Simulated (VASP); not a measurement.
# ZnS (P1) in VASP: relaxation of cell and atoms with PBE

Aim: the relaxation of cell and atoms of ZnS with PBE.

Program: VASP 6.6.1. These are calculated values, not measurements. Logs are shortened: lines on timing, memory, paths and dates and some standing lists are left out, and cuts for length are marked.

### 1 The cell of the first run

The typed cell holds 8 atoms: a = 3.896 Å, b = 6.717 Å, c = 6.735 Å, α = 108.48°, β = 89.38°, γ = 91.15°.

### 2 Relaxation of cell and atoms, PBE

INCAR reads:

```
  PREC = Accurate
  ENCUT = 600
  EDIFF = 1E-6
  ISMEAR = 0
  SIGMA = 0.1
  LREAL = F
  LASPH = T
  NELM = 100
  ALGO = Normal
  ISIF = 3
  LWAVE = F
  LCHARG = F
  GGA = PE
  IBRION = 2
  NSW = 80
  EDIFFG = -0.025
```

KPOINTS reads:

```
Automatic mesh
0
Gamma
  4 2 2
```

POSCAR reads:

```
ZnS
1.0
   -2.7437478702      0.0368261862     -2.7653909849
   -2.7258842249     -5.4520174916      2.8211797120
   -2.8106723363      5.4631532306      2.7586630787
Zn S
4 4
Direct
    0.5159586721      0.8745956727      0.1081437113
   -0.0144543260      0.3596810062      0.1107910480
    0.0229842389      0.8435853793      0.6314317977
    0.4367969585      0.3767469268      0.6251185223
    0.0177701989      0.0259110676     -0.0000764492
    0.4877986053      0.5147028121      0.0147496484
    0.5094245540      0.0136634045      0.5124324085
    0.0237210983      0.4911137308      0.4974093130
```

Potentials or basis: VASP PAW PBE potentials, release 64 (Zn, S).

Command:

```console
$ cat potpaw_PBE.64/Zn/POTCAR potpaw_PBE.64/S/POTCAR > POTCAR
$ mpirun -np 1 vasp_std > vasp.out
```

OUTCAR:

```text
PREC = Accurate
   ENCUT = 600
   EDIFF = 1E-6
   ISMEAR = 0
   LREAL = F
   LASPH = T
   NELM = 100
   ISIF = 3
   GGA = PE
   IBRION = 2
   NSW = 80
   EDIFFG = -0.025

 ion  position               nearest neighbor table
   1  0.516  0.875  0.108-   6 2.30   5 2.40   5 2.43   7 2.58
   2  0.986  0.360  0.111-   5 2.13   6 2.38   6 2.41   8 2.48
   3  0.023  0.844  0.631-   8 2.25   5 2.39   7 2.45   7 2.58
   4  0.437  0.377  0.625-   8 2.10   7 2.34   6 2.50   8 2.62
   5  0.018  0.026  1.000-   2 2.13   3 2.39   1 2.40   1 2.43
   6  0.488  0.515  0.015-   1 2.30   2 2.38   2 2.41   4 2.50
   7  0.509  0.014  0.512-   4 2.34   3 2.45   3 2.58   1 2.58
   8  0.024  0.491  0.497-   4 2.10   3 2.25   2 2.48   4 2.62

  LATTYP: Found a triclinic cell.
 ALAT       =     7.8167386217
 B/A-ratio  =     1.4916065920
 C/A-ratio  =     1.0056046677
 COS(alpha) =     0.0000330397
 COS(beta)  =     0.5008811206
 COS(gamma) =     0.8335119797

  Lattice vectors:

 A1 = (   5.5544202065,  -5.4999794168,   0.0067279062)
 A2 = (   2.8285359816, -10.9519969084,   2.8279076182)
 A3 = (   5.5365565612,  -0.0111357390,  -5.5798427907)

Analysis of symmetry for initial positions (statically):
=====================================================================
 Subroutine PRICEL returns:
 Original cell was already a primitive cell.

 Routine SETGRP: Setting up the symmetry group for a
 triclinic supercell.

 Subroutine GETGRP returns: Found  1 space group operations
 (whereof  1 operations were pure point group operations)
 out of a pool of  2 trial point group operations.

The static configuration has the point symmetry C_1 .

Analysis of symmetry for dynamics (positions and initial velocities):
=====================================================================
 Subroutine PRICEL returns:
 Original cell was already a primitive cell.

 Routine SETGRP: Setting up the symmetry group for a
 triclinic supercell.

 Subroutine GETGRP returns: Found  1 space group operations
 (whereof  1 operations were pure point group operations)
 out of a pool of  2 trial point group operations.

The dynamic configuration has the point symmetry C_1 .

 Subroutine INISYM returns: Found  1 space group operations
 (whereof  1 operations are pure point group operations),
 and found     1 'primitive' translations

----------------------------------------------------------------------------------------

                                     Primitive cell

  volume of cell :     167.0982

  direct lattice vectors                    reciprocal lattice vectors
    -2.743747870  0.036826186 -2.765390985    -0.182245084 -0.002451347 -0.180826406
    -2.725884225 -5.452017492  2.821179712    -0.091020431 -0.091812410  0.089085419
    -2.810672336  5.463153231  2.758663079    -0.089606418  0.091435731  0.090122753

  length of vectors
     3.895753565  6.716695207  6.734697037     0.256743975  0.157004616  0.156562811

  position of ions in fractional coordinates (direct lattice)
     0.515958672  0.874595673  0.108143711
     0.985545674  0.359681006  0.110791048
     0.022984239  0.843585379  0.631431798
     0.436796958  0.376746927  0.625118522
     0.017770199  0.025911068  0.999923551
     0.487798605  0.514702812  0.014749648
     0.509424554  0.013663405  0.512432408
     0.023721098  0.491113731  0.497409313

  ion indices of the primitive-cell ions
   primitive index   ion index
                 1           1
                 2           2
                 3           3
                 4           4
                 5           5
                 6           6
                 7           7
                 8           8

----------------------------------------------------------------------------------------

 KPOINTS: Automatic mesh

Automatic generation of k-mesh.
 Grid dimensions read from file:
 generate k-points for:    4    2    2

 Generating k-lattice:

  Cartesian coordinates                     Fractional coordinates (reciprocal lattice)
    -0.045561271 -0.000612837 -0.045206601     0.250000000  0.000000000 -0.000000000
    -0.045510216 -0.045906205  0.044542709    -0.000000000  0.500000000  0.000000000
    -0.044803209  0.045717865  0.045061376     0.000000000  0.000000000  0.500000000

  Length of vectors
     0.064185994  0.078502308  0.078281405

  Shift w.r.t. Gamma in fractional coordinates (k-lattice)
     0.000000000  0.000000000  0.000000000

 Subroutine IBZKPT returns following result:
 ===========================================

 Found     12 irreducible k-points:

 Following reciprocal coordinates:
            Coordinates               Weight
  0.000000  0.000000  0.000000      1.000000
  0.250000  0.000000 -0.000000      2.000000
  0.500000  0.000000 -0.000000      1.000000
  0.000000  0.500000  0.000000      1.000000
  0.250000  0.500000  0.000000      2.000000
  0.500000  0.500000  0.000000      1.000000
  0.000000  0.000000  0.500000      1.000000
  0.250000  0.000000  0.500000      2.000000
  0.500000  0.000000  0.500000      1.000000
  0.000000  0.500000  0.500000      1.000000
  0.250000  0.500000  0.500000      2.000000
  0.500000  0.500000  0.500000      1.000000
   k-points           NKPTS =     12   k-points in BZ     NKDIM =     12   number of bands    NBANDS=     43
   number of dos      NEDOS =    301   number of ions     NIONS =      8
   total plane-waves  NPLWV =  93312
   dimension x,y,z NGX =    32 NGY =   54 NGZ =   54
   dimension x,y,z NGXF=    64 NGYF=  108 NGZF=  108
   ions per type =               4   4
   NGX,Y,Z   is equivalent  to a cutoff of  13.66, 13.37, 13.33 a.u.
   NGXF,Y,Z  is equivalent  to a cutoff of  27.31, 26.73, 26.66 a.u.
 SYSTEM =  unknown system
   PREC   = accura    normal or accurate (medium, high low for compatibility)
   ISTART =      0    job   : 0-new  1-cont  2-samecut
   ICHARG =      2    charge: 1-file 2-atom 10-const
   ISPIN  =      1    spin polarized calculation?
   LNONCOLLINEAR =      F non collinear calculations
   LSORBIT =      F    spin-orbit coupling
   LASPH  =      T    aspherical Exc in radial PAW
   ENCUT  =  600.0 eV  44.10 Ry    6.64 a.u.   7.78 13.41 13.45*2*pi/ulx,y,z
   NELM   =    100;   NELMIN=  2; NELMDL= -5     # of ELM steps
   EDIFF  = 0.1E-05   stopping-criterion for ELM
   LREAL  =      F    real-space projection
   EDIFFG = -.3E-01   stopping-criterion for IOM
   NSW    =     80    number of steps for IOM
   IBRION =      2    ionic relax: 0-MD 1-quasi-New 2-CG
   NFREE  =      1    steps in history (QN), initial steepest desc. (CG)
   ISIF   =      3    stress and relaxation
   ISYM   =      2    0-nonsym 1-usesym 2-fastsym
   POTIM  = 0.5000    time-step for ionic-motion
   TEBEG  =    0.0;   TEEND  =   0.0 temperature during run
   PSTRESS=    0.0 pullay stress
   NELECT =      72.0000    total number of electrons
   NUPDOWN=      -1.0000    fix difference up-down
   EMIN   =  10.00;   EMAX   =-10.00  energy-range for DOS
   EFERMI =   0.00;   METHOD = LEGACY
   ISMEAR =     0;   SIGMA  =   0.10  broadening in eV -4-tet -1-fermi 0-gaus
   EFERMI_NEDOS =   21; number of points for ismear=-14 and -15
   IALGO  =     38    algorithm
   IMIX   =      4    mixing-type and parameters
     AMIX     =   0.40;   BMIX     =  1.00
     AMIX_MAG =   1.60;   BMIX_MAG =  1.00
  volume/ion in A,a.u.               =      20.89       140.95
  Fermi-wavevector in a.u.,A,eV,Ry     =   1.236503  2.336652 20.802481  1.528939
  Thomas-Fermi vector in A             =   2.371109
   LORBIT       =      0    0 simple, 1 ext, 2 COOP (PROOUT), +10 PAW based schemes
   GGA     = PE    functional components
   LHFCALC =     F    Hartree Fock is set to
   AEXX    =    0.0000 exact exchange contribution
   IVDW    =     0    specifies the selected vdW correction
   LEPSILON=     F    determine dielectric tensor
   LRPA    =     F    only Hartree local field effects (RPA)
 conjugate gradient relaxation of ions
 non-spin polarized calculation
 Gauss-broadening in eV      SIGMA  =   0.10
  energy-cutoff  :      600.00
  volume of cell :      167.10
 maximum number of plane-waves:      5598
 NGX is ok and might be reduce to    32
   NGX = 15   NGY = 27   NGZ = 27

--------------------------------------- Ionic step        1  -------------------------------------------

 number of electron      71.9999985 magnetization

 Free energy of the ion-electron system (eV)
  ---------------------------------------------------
  ext. energy  EPLUGINS =         0.00000000
  ---------------------------------------------------
  free energy    TOTEN  =       -26.41241399 eV

  energy without entropy =      -26.41241399  energy(sigma->0) =      -26.41241399

------------------------ aborting loop because EDIFF is reached ----------------------------------------

  FORCE on cell =-STRESS in cart. coord.  units (eV):
  Direction    XX          YY          ZZ          XY          YZ          ZX
  --------------------------------------------------------------------------------------
  -------------------------------------------------------------------------------------
  Total       -0.3087398      0.2789967     -0.3894102      1.0170094     -2.8461551     -0.1749252
  in kB       -2.9602712      2.6750881     -3.7337591      9.7513308    -27.2896212     -1.6772253
  external PRESSURE =      -1.3396474 kB  Pullay stress =       0.0000000 kB
[... 107 lines left out ...]
  FREE ENERGIE OF THE ION-ELECTRON SYSTEM (eV)
  ---------------------------------------------------
  free  energy   TOTEN  =       -27.0844846399 eV

  energy  without entropy=      -27.0844846399  energy(sigma->0) =      -27.08448464

[... ionic steps 4 to 17 ...]

--------------------------------------- Ionic step       18  -------------------------------------------

 number of electron      71.9999951 magnetization

------------------------ aborting loop because EDIFF is reached ----------------------------------------

  FORCE on cell =-STRESS in cart. coord.  units (eV):
  Direction    XX          YY          ZZ          XY          YZ          ZX
  --------------------------------------------------------------------------------------
  -------------------------------------------------------------------------------------
  Total       -0.0020452      0.0007545     -0.0064317      0.0540879      0.0138815      0.0017733
  in kB       -0.0202549      0.0074719     -0.0636965      0.5356603      0.1374754      0.0175615
  external PRESSURE =      -0.0254932 kB  Pullay stress =       0.0000000 kB
[... 69 lines left out ...]
  energy  without entropy=      -27.3198939887  energy(sigma->0) =      -27.31989399

--------------------------------------- Ionic step       20  -------------------------------------------

 number of electron      71.9999949 magnetization

 Free energy of the ion-electron system (eV)
  ---------------------------------------------------
  ext. energy  EPLUGINS =         0.00000000
  ---------------------------------------------------
  free energy    TOTEN  =       -27.32008219 eV

  energy without entropy =      -27.32008219  energy(sigma->0) =      -27.32008219

 E-fermi :   2.3616     XC(G=0):  -9.5084

 val. band max:        1.9044549174   @ k =   0.0000   0.0000   0.0000
 cond. band min:       3.8912440793   @ k =   0.0000   0.0000   0.0000
 fundamental gap:      1.9867891619
 Fermi energy:         2.3616469010

 k-point     1 :       0.0000    0.0000    0.0000
  band No.  band energies     occupation
      1     -11.0792      2.00000
      2     -10.1967      2.00000
      3     -10.1936      2.00000
      4      -9.8920      2.00000
      5      -4.3710      2.00000
      6      -4.3676      2.00000
[... 576 lines left out ...]
  FREE ENERGIE OF THE ION-ELECTRON SYSTEM (eV)
  ---------------------------------------------------
  free  energy   TOTEN  =       -27.3200821925 eV

  energy  without entropy=      -27.3200821925  energy(sigma->0) =      -27.32008219

 reached required accuracy - stopping structural energy minimisation
```

Wall time 40 min (1 thread of Intel Xeon 8259CL, shared host); peak memory 0.31 GiB.

Results:

```
Free energy                           : -27.3201 eV
Relaxed volume                        : 20.22 Å³/atom
Relaxed cell                          : a = 3.862 Å, b = 6.660 Å, c = 6.658 Å, α = 109.13°, β = 89.99°, γ = 90.02°
Space group after relaxing (to 0.1 Å) : F-43m (No. 216)
Energy gained by relaxing             : 113.5 meV/atom
Ionic steps                           : 20
Pressure after relaxing               : 0.0 GPa
Largest force after relaxing          : 0.017 eV/Å
Band gap on the k mesh                : 1.99 eV
```

Forces on the atoms (eV/Å):
```
Zn   0.003  0.003  0.012
Zn   0.003 -0.006 -0.009
Zn   0.004 -0.005 -0.004
Zn  -0.015  0.001  0.008
S    0.004  0.007  0.001
S   -0.005  0.004 -0.007
S   -0.002 -0.005  0.002
S    0.007  0.002 -0.002
```

Step by step:
```csv
step,energy change (eV),largest force (eV/Å),pressure (GPa),volume (Å³)
1,0.0000,2.5073,-0.13,167.10
2,-0.6606,0.7939,-1.78,166.62
3,-0.6721,0.7056,-1.70,166.51
4,-0.8199,0.4182,0.40,160.91
5,-0.8319,0.3802,1.28,158.94
6,-0.8778,0.2056,0.04,161.64
7,-0.8794,0.1803,-0.29,162.31
8,-0.8877,0.1106,-0.04,161.78
9,-0.8891,0.1281,0.09,161.47
10,-0.8930,0.1031,0.02,161.63
11,-0.8964,0.1203,-0.08,161.93
12,-0.9002,0.0789,0.01,161.75
13,-0.9035,0.0839,0.16,161.41
14,-0.9060,0.0600,-0.12,162.03
15,-0.9060,0.0600,-0.17,162.15
16,-0.9071,0.0366,0.03,161.68
17,-0.9071,0.0373,0.07,161.63
18,-0.9075,0.0277,0.00,161.78
19,-0.9075,0.0278,0.00,161.77
20,-0.9077,0.0166,-0.01,161.79
```

Final structure:
```
CELL_PARAMETERS angstrom
-2.73022 0.00068 -2.73141
-2.73007 -5.42650 2.73029
-2.73022 5.42435 2.72935
ATOMIC_POSITIONS crystal
Zn 0.50191 0.87477 0.12443
Zn 0.99841 0.37589 0.12573
Zn 0.00045 0.87507 0.62566
Zn 0.49914 0.37381 0.62429
S 0.00147 0.00085 0.00027
S 0.49868 0.50012 0.99960
S 0.50054 0.99931 0.49964
S 0.99942 0.50018 0.50039
```

Caveat: the k points lie up to 0.50 Å⁻¹ apart in the final cell.
